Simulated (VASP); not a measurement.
A run of VASP 6.6.1 is set up as follows.

File INCAR:

```
SYSTEM = Ta
PREC = Accurate ; ENCUT = 520
EDIFF = 1E-6 ; ISMEAR = 0
SIGMA = 0.15 ; LREAL = .FALSE.
LASPH = .TRUE. ; NELM = 80
ALGO = Normal ; ISIF = 2
LWAVE = .FALSE. ; LCHARG = .TRUE.
GGA = PE ; LELF = .TRUE.
LVHAR = .TRUE. ; NBANDS = 12
```

File KPOINTS:

```
Automatic mesh
0
G
  20 20 20
  0 0 0
```

The input POSCAR:

```
Ta
1.0
   -1.6483607840      1.6483607840      1.6483607840
    1.6483607840     -1.6483607840      1.6483607840
    1.6483607840      1.6483607840     -1.6483607840
Ta
1
Direct
    0.0000000000      0.0000000000      0.0000000000
```

Potentials or basis: VASP PAW PBE potentials, release 64 (Ta_pv).

Run with:

```bash
$ cat potpaw_PBE.64/Ta_pv/POTCAR > POTCAR
$ mpirun -np 1 vasp_std > vasp.out
```

**Question.** What does it give for the pressure?

**Answer.** 4.4 GPa.

**Question.** Estimate the band gap on the k mesh.

**Answer.** Zero (an odd number of electrons rules out a gap without spin polarisation).

Caveat: the cell stands under pressure; spin-orbit coupling is left out, which moves the levels of the heavy elements.
